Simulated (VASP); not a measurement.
# WC in VASP: notebook

Runs on WC. Level: PBE. Tasks: single point.

All numbers are computed with VASP 6.6.1; they aren't measurements. Logs are shortened: lines on timing, memory, paths and dates and some standing lists are left out, and cuts for length are marked.

**1. The cell of the first run**

The cell holds a slab with vacuum, 16 atoms: a = 5.792 Å, b = 5.792 Å, c = 16.258 Å, α = 90.00°, β = 90.00°, γ = 120.00°.

**2. Single point, PBE**

Input file INCAR:

```
SYSTEM = WC
PREC = Accurate
ENCUT = 520
EDIFF = 1E-6
ISMEAR = -1
SIGMA = 0.15
LREAL = Auto
LASPH = .TRUE.
NELM = 80
ALGO = Normal
ISIF = 2
LWAVE = .FALSE.
LCHARG = .TRUE.
GGA = PE
LELF = .TRUE.
LVHAR = .TRUE.
NBANDS = 86
```

Input file KPOINTS:

```
Automatic mesh
0
G
  2 2 1
  0 0 0
```

Input file POSCAR:

```
WC
1.0
    5.7920000000      0.0000000000      0.0000000000
   -2.8960000000      5.0160190000      0.0000000000
    0.0000000000      0.0000000000     16.2583500000
W C
8 8
Direct
    0.0000000000      0.0000000000      0.0615068565
   -0.0386415608     -0.0037679283      0.2383944250
   -0.0000009470      0.4999981061      0.0615068565
   -0.0288108056      0.4886145766      0.2421770967
    0.5000000000      0.0000000000      0.0615068565
    0.4641013689     -0.0008373174      0.2408116445
    0.4999990530      0.4999981061      0.0615068565
    0.4452435291      0.4686983841      0.2407624390
    0.3315360715      0.1755376126      0.1409368109
    0.2775826703      0.1477067770      0.3130268447
    0.2922621099      0.6539648275      0.1421669481
    0.3364240508      0.6833108088      0.3144476531
    0.8132068258      0.1748597842      0.1474995925
    0.8273436228      0.1943971903      0.3174553383
    0.8156448182      0.6584305203      0.1430710989
    0.7918168308      0.6493795179      0.3032718572
```

Potentials or basis: VASP PAW PBE potentials, release 64 (W_sv, C).

Command:

```console
$ cat potpaw_PBE.64/W_sv/POTCAR potpaw_PBE.64/C/POTCAR > POTCAR
$ mpirun -np 1 vasp_std > vasp.out
```

OUTCAR:

```text
SYSTEM = WC
   PREC = Accurate
   ENCUT = 520
   EDIFF = 1E-6
   ISMEAR = -1
   LREAL = Auto
   LASPH = .TRUE.
   NELM = 80
   ISIF = 2
   GGA = PE

 ion  position               nearest neighbor table
   1  0.000  0.000  0.062-   9 2.11  15 2.17  13 2.29   2 2.88   7 2.90   3 2.90   5 2.90   5 2.90
                             3 2.90   7 2.90
   2  0.961  0.996  0.238-  10 2.00  16 2.03  14 2.11  13 2.21  15 2.30   9 2.44   8 2.77   4 2.82
                             1 2.88   6 2.89   6 2.90   4 2.97   8 3.02
   3  1.000  0.500  0.062-  11 1.97  13 2.15  15 2.17   5 2.90   1 2.90   7 2.90   7 2.90   1 2.90
                             5 2.90   4 2.94
   4  0.971  0.489  0.242-  14 1.92  16 1.97  12 2.18  13 2.20  11 2.29  15 2.29   8 2.81   2 2.82
                             6 2.89   6 2.91   3 2.94   2 2.97   8 2.99
   5  0.500  0.000  0.062-  13 2.11   9 2.16  11 2.18   3 2.90   7 2.90   1 2.90   1 2.90   7 2.90
                             3 2.90   6 2.92
   6  0.464  0.999  0.241-  12 1.99  10 2.05  14 2.21   9 2.25  13 2.32  11 2.36   8 2.78   4 2.89
                             2 2.89   2 2.90   4 2.91   5 2.92   8 3.02
   7  0.500  0.500  0.062-  15 2.07   9 2.08  11 2.24   1 2.90   5 2.90   3 2.90   3 2.90   5 2.90
                             1 2.90   8 2.93
   8  0.445  0.469  0.241-  10 1.99  16 2.01  12 2.04   9 2.20  11 2.34  15 2.44   2 2.77   6 2.78
                             4 2.81   7 2.93   4 2.99   6 3.02   2 3.02
   9  0.332  0.176  0.141-   7 2.08   1 2.11   5 2.16   8 2.20   6 2.25   2 2.44
  10  0.278  0.148  0.313-   8 1.99   2 2.00   6 2.05
  11  0.292  0.654  0.142-   3 1.97   5 2.18   7 2.24   4 2.29   8 2.34   6 2.36
  12  0.336  0.683  0.314-   6 1.99   8 2.04   4 2.18
  13  0.813  0.175  0.147-   5 2.11   3 2.15   4 2.20   2 2.21   1 2.29   6 2.32
  14  0.827  0.194  0.317-   4 1.92   2 2.11   6 2.21
  15  0.816  0.658  0.143-   7 2.07   1 2.17   3 2.17   4 2.29   2 2.30   8 2.44
  16  0.792  0.649  0.303-   4 1.97   8 2.01   2 2.03

  LATTYP: Found a hexagonal cell.
 ALAT       =     5.7920000000
 C/A-ratio  =     2.8070355663

  Lattice vectors:

 A1 = (   5.7920000000,   0.0000000000,   0.0000000000)
 A2 = (  -2.8960000000,   5.0160190000,   0.0000000000)
 A3 = (   0.0000000000,   0.0000000000,  16.2583500000)

Analysis of symmetry for initial positions (statically):
=====================================================================
 Subroutine PRICEL returns:
 Original cell was already a primitive cell.

 Routine SETGRP: Setting up the symmetry group for a
 hexagonal supercell.

 Subroutine GETGRP returns: Found  1 space group operations
 (whereof  1 operations were pure point group operations)
 out of a pool of 24 trial point group operations.

The static configuration has the point symmetry C_1 .

[... 129 lines left out ...]
   PSTRESS=    0.0 pullay stress
   NELECT =     144.0000    total number of electrons
   NUPDOWN=      -1.0000    fix difference up-down
   EMIN   =  10.00;   EMAX   =-10.00  energy-range for DOS
   EFERMI =   0.00;   METHOD = LEGACY
   ISMEAR =    -1;   SIGMA  =   0.15  broadening in eV -4-tet -1-fermi 0-gaus
   EFERMI_NEDOS =   21; number of points for ismear=-14 and -15
   IALGO  =     38    algorithm
   IMIX   =      4    mixing-type and parameters
     AMIX     =   0.40;   BMIX     =  1.00
     AMIX_MAG =   1.60;   BMIX_MAG =  1.00
  volume/ion in A,a.u.               =      29.52       199.22
  Fermi-wavevector in a.u.,A,eV,Ry     =   1.101812  2.082123 16.517340  1.213990
  Thomas-Fermi vector in A             =   2.238245
   LORBIT       =      0    0 simple, 1 ext, 2 COOP (PROOUT), +10 PAW based schemes
   GGA     = PE    functional components
   LHFCALC =     F    Hartree Fock is set to
   AEXX    =    0.0000 exact exchange contribution
   IVDW    =     0    specifies the selected vdW correction
   LEPSILON=     F    determine dielectric tensor
   LRPA    =     F    only Hartree local field effects (RPA)
 non-spin polarized calculation
  energy-cutoff  :      520.00
  volume of cell :      472.35
 maximum number of plane-waves:     12728
 NGX is ok and might be reduce to    48
   NGX = 21   NGY = 21   NGZ = 61

 number of electron     143.9999990 magnetization

 Free energy of the ion-electron system (eV)
  ---------------------------------------------------
  ext. energy  EPLUGINS =         0.00000000
  ---------------------------------------------------
  free energy    TOTEN  =      -161.59858017 eV

  energy without entropy =     -161.14125020  energy(sigma->0) =     -161.36991519

 E-fermi :   0.4549     XC(G=0):  -6.0853

 val. band max:        0.3490242722   @ k =   0.5000   0.5000   0.0000
 cond. band min:       0.4854314797   @ k =   0.0000   0.5000   0.0000
 fundamental gap:      0.1364072075
 Fermi energy:         0.4548791793

 k-point     1 :       0.0000    0.0000    0.0000
  band No.  band energies     occupation
      1     -73.6262      2.00000
      2     -73.5693      2.00000
      3     -73.5428      2.00000
      4     -73.5373      2.00000
      5     -73.4082      2.00000
      6     -73.3627      2.00000
[... 337 lines left out ...]
     83       2.4176      0.00000
     84       2.6054      0.00000
 [bands above 84 left out]

------------------------ aborting loop because EDIFF is reached ----------------------------------------

  FORCE on cell =-STRESS in cart. coord.  units (eV):
  Direction    XX          YY          ZZ          XY          YZ          ZX
  --------------------------------------------------------------------------------------
  -------------------------------------------------------------------------------------
  Total        7.0131778      8.0737248     -5.7698075      0.7567517     -0.7138944      6.9962994
  in kB       23.7881813     27.3854784    -19.5707608      2.5668460     -2.4214771     23.7309310
  external PRESSURE =      10.5342996 kB  Pullay stress =       0.0000000 kB

 VOLUME and BASIS-vectors are now :
 -----------------------------------------------------------------------------
  energy-cutoff  :      520.00
  volume of cell :      472.35
      direct lattice vectors                 reciprocal lattice vectors
     5.792000000  0.000000000  0.000000000     0.172651934  0.099680643  0.000000000
    -2.896000000  5.016019000  0.000000000     0.000000000  0.199361286  0.000000000
     0.000000000  0.000000000 16.258350000     0.000000000  0.000000000  0.061506856

 POSITION                                       TOTAL-FORCE (eV/Angst)
 -----------------------------------------------------------------------------------
      0.00000      0.00000      1.00000        -1.007353     -0.333082      0.405518
      2.68310      4.99712      3.87590         0.311137     -1.185282      1.483646
      4.34400      2.50800      1.00000        -1.498519     -0.355778     -0.183726
      4.21010      2.45090      3.93740        -0.312972      1.930767     -0.593170
      2.89600      0.00000      1.00000        -0.623849     -0.050127      0.711544
     -0.20550      5.01182      3.91520         1.192024     -0.340762      0.902879
[... 8 lines left out ...]
      2.81740      3.30270      2.32610        -0.014796      0.481976     -0.316231
      2.70560      3.25730      4.93070        -0.462433      0.666157      0.410452
 -----------------------------------------------------------------------------------
    total drift:                               -0.009321      0.001975     -0.009943

  FREE ENERGIE OF THE ION-ELECTRON SYSTEM (eV)
  ---------------------------------------------------
  free  energy   TOTEN  =      -161.5985801709 eV

  energy  without entropy=     -161.1412502050  energy(sigma->0) =     -161.36991519
```

Wall time 5.3 min (1 thread of Intel Xeon 6975P-C (Granite Rapids), shared host); peak memory 0.61 GiB.

Results:

- Free energy: -161.5986 eV
- Largest force: 3.418 eV/Å
- Band gap on the k mesh: zero (bands 72 and 73 overlap by 0.65 eV)

Forces on the atoms (eV/Å):
```
W   -1.007 -0.333  0.406
W    0.311 -1.185  1.484
W   -1.499 -0.356 -0.184
W   -0.313  1.931 -0.593
W   -0.624 -0.050  0.712
W    1.192 -0.341  0.903
W   -0.810  0.164  0.125
W    1.420  3.082  0.412
C   -0.578 -1.188 -0.026
C    0.688  0.062 -0.707
C    2.190  1.079  0.698
C   -0.719 -0.778 -1.292
C    0.613 -0.833 -0.966
C   -0.386 -2.402 -1.066
C   -0.015  0.482 -0.316
C   -0.462  0.666  0.410
```

Caveat: the k points lie up to 0.63 Å⁻¹ apart, too coarse for converged energies and pressures of a metal; spin-orbit coupling is left out, which moves the levels of the heavy elements.

(Part 1 of 2 ends here.)
